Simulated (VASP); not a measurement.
# HfNb3F (P-6m2) in VASP: a series of runs

Runs on HfNb3F. Level: PBE. Tasks: single point, relaxation of cell and atoms.

Everything below comes from runs of VASP 6.6.1. Logs are shortened: lines on timing, memory, paths and dates and some standing lists are left out, and cuts for length are marked.

**1. The cell of the first run**

Symmetry: P-6m2, No. 187, hexagonal system. Conventional cell: a = 4.412 Å, b = 4.412 Å, c = 4.832 Å, α = 90.00°, β = 90.00°, γ = 120.00°. Within 3.6 Å of Hf (site symmetry -6m2) lie 6 Nb at 2.70 Å and 6 F at 3.51 Å. Nb (site symmetry mm2) has 1 F at 1.34 Å within 1.8 Å. F (site symmetry -6m2) has 3 Nb at 1.34 Å within 1.8 Å.

The cell was generated, and may not be a known phase.

**2. Single point, PBE**

File INCAR:

```
  ALGO = Normal
  EDIFF = 1E-6
  ENCUT = 600
  GGA = PE
  GGA_COMPAT = F
  ISIF = 2
  ISMEAR = 0
  LASPH = T
  LCHARG = T
  LELF = T
  LREAL = F
  LVHAR = T
  LWAVE = F
  NBANDS = 36
  NELM = 120
  PREC = Accurate
  SIGMA = 0.1
```

File KPOINTS:

```
k-points
0
Gamma
  6 6 4
```

File POSCAR:

```
HfNb3F
1.0
    4.4115633600      0.0000000000      0.0000000000
   -2.2057816800      3.8205259400      0.0000000000
    0.0000000000      0.0000000000      4.8323867700
Hf Nb F
1 3 1
Direct
    0.3333333300      0.6666666700      0.0000000000
    0.4910319600      0.5089680400      0.5000000000
    0.4910319600      0.9820639100      0.5000000000
    0.0179360900      0.5089680400      0.5000000000
    0.6666666700      0.3333333300      0.5000000000
```

Potentials or basis: VASP PAW PBE potentials, release 64 (Hf_pv, Nb_sv, F).

Launch:

```
cat potpaw_PBE.64/Hf_pv/POTCAR potpaw_PBE.64/Nb_sv/POTCAR potpaw_PBE.64/F/POTCAR > POTCAR
mpirun -np 1 vasp_std > vasp.out
```

OUTCAR:

```text
EDIFF = 1E-6
   ENCUT = 600
   GGA = PE
   ISIF = 2
   ISMEAR = 0
   LASPH = T
   LREAL = F
   NELM = 120
   PREC = Accurate

 ion  position               nearest neighbor table
   1  0.333  0.667  0.000-   3 2.70   3 2.70   4 2.70   4 2.70   2 2.70   2 2.70
   2  0.491  0.509  0.500-   5 1.34   3 2.09   4 2.09   3 2.32   4 2.32   1 2.70   1 2.70
   3  0.491  0.982  0.500-   5 1.34   4 2.09   2 2.09   2 2.32   4 2.32   1 2.70   1 2.70
   4  0.018  0.509  0.500-   5 1.34   3 2.09   2 2.09   3 2.32   2 2.32   1 2.70   1 2.70
   5  0.667  0.333  0.500-   3 1.34   2 1.34   4 1.34

  LATTYP: Found a hexagonal cell.
 ALAT       =     4.4115633600
 C/A-ratio  =     1.0953909931

  Lattice vectors:

 A1 = (   4.4115633600,   0.0000000000,   0.0000000000)
 A2 = (  -2.2057816800,   3.8205259400,   0.0000000000)
 A3 = (   0.0000000000,   0.0000000000,   4.8323867700)

Analysis of symmetry for initial positions (statically):
=====================================================================
 Subroutine PRICEL returns:
 Original cell was already a primitive cell.

 Routine SETGRP: Setting up the symmetry group for a
 hexagonal supercell.

 Subroutine GETGRP returns: Found 12 space group operations
 (whereof 12 operations were pure point group operations)
 out of a pool of 24 trial point group operations.

The static configuration has the point symmetry D_3h.

Analysis of symmetry for dynamics (positions and initial velocities):
=====================================================================
 Subroutine PRICEL returns:
 Original cell was already a primitive cell.

 Routine SETGRP: Setting up the symmetry group for a
 hexagonal supercell.

 Subroutine GETGRP returns: Found 12 space group operations
 (whereof 12 operations were pure point group operations)
 out of a pool of 24 trial point group operations.

The dynamic configuration has the point symmetry D_3h.

 Subroutine INISYM returns: Found 12 space group operations
 (whereof 12 operations are pure point group operations),
 and found     1 'primitive' translations

----------------------------------------------------------------------------------------

                                     Primitive cell

  volume of cell :      81.4474

  direct lattice vectors                    reciprocal lattice vectors
     4.411563360  0.000000000  0.000000000     0.226677012  0.130872034  0.000000000
    -2.205781680  3.820525940  0.000000000     0.000000000  0.261744068  0.000000000
     0.000000000  0.000000000  4.832386770     0.000000000  0.000000000  0.206937078

  length of vectors
     4.411563360  4.411563360  4.832386770     0.261744068  0.261744068  0.206937078

  position of ions in fractional coordinates (direct lattice)
     0.333333330  0.666666670  0.000000000
     0.491031960  0.508968040  0.500000000
     0.491031960  0.982063910  0.500000000
     0.017936090  0.508968040  0.500000000
     0.666666670  0.333333330  0.500000000

  ion indices of the primitive-cell ions
   primitive index   ion index
                 1           1
                 2           2
                 3           3
                 4           4
                 5           5

----------------------------------------------------------------------------------------

 KPOINTS: k-points

Automatic generation of k-mesh.
 Grid dimensions read from file:
 generate k-points for:    6    6    4

 Generating k-lattice:

  Cartesian coordinates                     Fractional coordinates (reciprocal lattice)
     0.037779502  0.021812006  0.000000000     0.166666667  0.000000000  0.000000000
     0.000000000  0.043624011  0.000000000     0.000000000  0.166666667  0.000000000
     0.000000000  0.000000000  0.051734270     0.000000000  0.000000000  0.250000000

  Length of vectors
     0.043624011  0.043624011  0.051734270

  Shift w.r.t. Gamma in fractional coordinates (k-lattice)
     0.000000000  0.000000000  0.000000000

 Subroutine IBZKPT returns following result:
 ===========================================

 Found     21 irreducible k-points:

 Following reciprocal coordinates:
            Coordinates               Weight
  0.000000  0.000000  0.000000      1.000000
  0.166667  0.000000  0.000000      6.000000
  0.333333  0.000000  0.000000      6.000000
  0.500000 -0.000000  0.000000      3.000000
  0.166667  0.166667  0.000000      6.000000
  0.333333  0.166667  0.000000     12.000000
[... 13 lines left out ...]
  0.333333  0.166667  0.500000     12.000000
  0.333333  0.333333  0.500000      2.000000
   k-points           NKPTS =     21   k-points in BZ     NKDIM =     21   number of bands    NBANDS=     36
   number of dos      NEDOS =    301   number of ions     NIONS =      5
   total plane-waves  NPLWV =  51840
   dimension x,y,z NGX =    36 NGY =   36 NGZ =   40
   dimension x,y,z NGXF=    72 NGYF=   72 NGZF=   80
   ions per type =               1   3   1
   NGX,Y,Z   is equivalent  to a cutoff of  13.57, 13.57, 13.76 a.u.
   NGXF,Y,Z  is equivalent  to a cutoff of  27.13, 27.13, 27.52 a.u.
 SYSTEM =  unknown system
   PREC   = accura    normal or accurate (medium, high low for compatibility)
   ISTART =      0    job   : 0-new  1-cont  2-samecut
   ICHARG =      2    charge: 1-file 2-atom 10-const
   ISPIN  =      1    spin polarized calculation?
   LNONCOLLINEAR =      F non collinear calculations
   LSORBIT =      F    spin-orbit coupling
   LASPH  =      T    aspherical Exc in radial PAW
   ENCUT  =  600.0 eV  44.10 Ry    6.64 a.u.   8.81  8.81  9.65*2*pi/ulx,y,z
   NELM   =    120;   NELMIN=  2; NELMDL= -5     # of ELM steps
   EDIFF  = 0.1E-05   stopping-criterion for ELM
   LREAL  =      F    real-space projection
   EDIFFG = 0.1E-04   stopping-criterion for IOM
   NSW    =      0    number of steps for IOM
   IBRION =     -1    ionic relax: 0-MD 1-quasi-New 2-CG
   NFREE  =      0    steps in history (QN), initial steepest desc. (CG)
   ISIF   =      2    stress and relaxation
   ISYM   =      2    0-nonsym 1-usesym 2-fastsym
   POTIM  = 0.5000    time-step for ionic-motion
   TEBEG  =    0.0;   TEEND  =   0.0 temperature during run
   PSTRESS=    0.0 pullay stress
   NELECT =      56.0000    total number of electrons
   NUPDOWN=      -1.0000    fix difference up-down
   EMIN   =  10.00;   EMAX   =-10.00  energy-range for DOS
   EFERMI =   0.00;   METHOD = LEGACY
   ISMEAR =     0;   SIGMA  =   0.10  broadening in eV -4-tet -1-fermi 0-gaus
   EFERMI_NEDOS =   21; number of points for ismear=-14 and -15
   IALGO  =     38    algorithm
   IMIX   =      4    mixing-type and parameters
     AMIX     =   0.40;   BMIX     =  1.00
     AMIX_MAG =   1.60;   BMIX_MAG =  1.00
  volume/ion in A,a.u.               =      16.29       109.93
  Fermi-wavevector in a.u.,A,eV,Ry     =   1.444924  2.730511 28.406323  2.087806
  Thomas-Fermi vector in A             =   2.563164
   LORBIT       =      0    0 simple, 1 ext, 2 COOP (PROOUT), +10 PAW based schemes
   GGA     = PE    functional components
   LHFCALC =     F    Hartree Fock is set to
   AEXX    =    0.0000 exact exchange contribution
   IVDW    =     0    specifies the selected vdW correction
   LEPSILON=     F    determine dielectric tensor
   LRPA    =     F    only Hartree local field effects (RPA)
 non-spin polarized calculation
 Gauss-broadening in eV      SIGMA  =   0.10
  energy-cutoff  :      600.00
  volume of cell :       81.45
 maximum number of plane-waves:      2756
 NGX is ok and might be reduce to    36
   NGX = 17   NGY = 17   NGZ = 19

 number of electron      55.9999997 magnetization

 Free energy of the ion-electron system (eV)
  ---------------------------------------------------
  ext. energy  EPLUGINS =         0.00000000
  ---------------------------------------------------
  free energy    TOTEN  =        13.91833426 eV

  energy without entropy =       13.94858556  energy(sigma->0) =       13.93345991

 E-fermi :   9.4389     XC(G=0): -11.5186

 val. band max:        9.4354474298   @ k =   0.3333   0.0000   0.2500
 cond. band min:       9.4554767754   @ k =   0.1667   0.0000   0.2500
 fundamental gap:      0.0200293455
 Fermi energy:         9.4389461812

 k-point     1 :       0.0000    0.0000    0.0000
  band No.  band energies     occupation
      1     -50.0908      2.00000
      2     -46.2180      2.00000
      3     -46.2180      2.00000
      4     -37.2245      2.00000
      5     -27.6926      2.00000
      6     -27.6926      2.00000
[... 28 lines left out ...]
     35      13.1692      0.00000
     36      14.4619      0.00000

 k-point     2 :       0.1667    0.0000    0.0000
  band No.  band energies     occupation
      1     -49.9804      2.00000
      2     -46.4948      2.00000
      3     -46.2234      2.00000
      4     -36.7363      2.00000
      5     -28.0884      2.00000
      6     -27.5164      2.00000
[... 28 lines left out ...]
     35      13.8280      0.00000
     36      14.0766      0.00000

 k-point     3 :       0.3333    0.0000    0.0000
  band No.  band energies     occupation
      1     -49.7110      2.00000
      2     -47.0643      2.00000
      3     -46.2340      2.00000
      4     -35.6384      2.00000
      5     -29.0907      2.00000
      6     -27.1123      2.00000
[... 28 lines left out ...]
     35      13.0975      0.00000
     36      13.2368      0.00000

 k-point     4 :       0.5000   -0.0000    0.0000
  band No.  band energies     occupation
      1     -49.5350      2.00000
      2     -47.3770      2.00000
      3     -46.2393      2.00000
      4     -34.9640      2.00000
      5     -29.7533      2.00000
      6     -26.8731      2.00000
[... 28 lines left out ...]
     35      12.6256      0.00000
     36      12.9630      0.00000

 k-point     5 :       0.1667    0.1667    0.0000
  band No.  band energies     occupation
      1     -49.7865      2.00000
      2     -46.9158      2.00000
      3     -46.2331      2.00000
      4     -35.9330      2.00000
      5     -28.8409      2.00000
      6     -27.1858      2.00000
[... 538 lines left out ...]
 k-point    19 :       0.1667    0.1667    0.5000
  band No.  band energies     occupation
      1     -49.7873      2.00000
      2     -46.9171      2.00000
      3     -46.2330      2.00000
      4     -35.9378      2.00000
      5     -28.8484      2.00000
      6     -27.1830      2.00000
[... 28 lines left out ...]
     35      13.5956      0.00000
     36      14.1887      0.00000

 k-point    20 :       0.3333    0.1667    0.5000
  band No.  band energies     occupation
      1     -49.5358      2.00000
      2     -47.3752      2.00000
      3     -46.2435      2.00000
      4     -34.9495      2.00000
      5     -29.8571      2.00000
      6     -26.7706      2.00000
[... 28 lines left out ...]
     35      12.4865      0.00000
     36      13.2106      0.00000

 k-point    21 :       0.3333    0.3333    0.5000
  band No.  band energies     occupation
      1     -49.4297      2.00000
      2     -47.5437      2.00000
      3     -46.2505      2.00000
      4     -34.5127      2.00000
      5     -30.3630      2.00000
      6     -26.5310      2.00000
[... 28 lines left out ...]
     35      12.6928      0.00000
     36      13.5148      0.00000

------------------------ aborting loop because EDIFF is reached ----------------------------------------

  FORCE on cell =-STRESS in cart. coord.  units (eV):
  Direction    XX          YY          ZZ          XY          YZ          ZX
  --------------------------------------------------------------------------------------
  -------------------------------------------------------------------------------------
  Total      175.4505346    175.4505346     20.0993394     -0.0000000      0.0000000      0.0000000
  in kB     3451.3413750   3451.3413747    395.3802813     -0.0000000      0.0000000      0.0000000
  external PRESSURE =    2432.6876770 kB  Pullay stress =       0.0000000 kB

 VOLUME and BASIS-vectors are now :
 -----------------------------------------------------------------------------
  energy-cutoff  :      600.00
  volume of cell :       81.45
      direct lattice vectors                 reciprocal lattice vectors
     4.411563360  0.000000000  0.000000000     0.226677012  0.130872034  0.000000000
    -2.205781680  3.820525940  0.000000000     0.000000000  0.261744068  0.000000000
     0.000000000  0.000000000  4.832386770     0.000000000  0.000000000  0.206937078

 POSITION                                       TOTAL-FORCE (eV/Angst)
 -----------------------------------------------------------------------------------
     -0.00000      2.54702      0.00000         0.000000     -0.000000      0.000000
      1.04355      1.94453      2.41619       -46.815018     27.028663     -0.000000
      0.00000      3.75200      2.41619        -0.000000    -54.057326      0.000000
     -1.04355      1.94453      2.41619        46.815018     27.028663     -0.000000
      2.20578      1.27351      2.41619         0.000000     -0.000000      0.000000
 -----------------------------------------------------------------------------------
    total drift:                               -0.000127      0.000073      0.000000

  FREE ENERGIE OF THE ION-ELECTRON SYSTEM (eV)
  ---------------------------------------------------
  free  energy   TOTEN  =        13.9183342602 eV

  energy  without entropy=       13.9485855599  energy(sigma->0) =       13.93345991
```

Run time: 55 s. Hardware: 1 thread of Intel Xeon Platinum 8488C (Sapphire Rapids), shared host; peak memory 0.25 GiB.

Results:

| Item | Value |
| --- | --- |
| Free energy | 13.9183 eV |
| Pressure | 243.3 GPa |
| Largest force | 54.057 eV/Å |
| Band gap on the k mesh | zero (bands 28 and 29 overlap by 1.29 eV) |

Forces in eV/Å, atoms in the order of the input:
```
Hf    0.000   0.000   0.000
Nb  -46.815  27.029   0.000
Nb    0.000 -54.057   0.000
Nb   46.815  27.029   0.000
F     0.000   0.000   0.000
```

Levels at points of the mesh, in eV from the Fermi level:
```tsv
k point	band 25	band 26	band 27	band 28	band 29	band 30	band 31	band 32
(0.00, 0.00, 0.00)	-2.19	-1.52	-0.30	0.04	0.04	2.28	2.33	2.33
(0.50, 0.00, 0.00)	-1.71	-1.51	-0.51	0.34	0.76	1.24	1.53	1.56
(0.00, 0.00, 0.50)	-2.95	-2.35	-2.35	-0.75	-0.75	1.73	1.73	4.75
(0.50, 0.00, 0.50)	-1.04	-0.99	-0.90	-0.63	-0.01	0.15	1.31	1.35
```

Caveat: atoms lie so close that the PAW spheres overlap strongly, which falsifies energies and pressures; the stress differs along the axes, from 40 to 345 GPa; spin-orbit coupling is left out, which moves the levels of the heavy elements; forces of over 1 eV/Å act on the atoms, so gaps and moduli don't describe the material at rest.

(Continued in part 2 of 3.)

The gap in the log of VASP goes by the Fermi energy; the results here count the filled bands.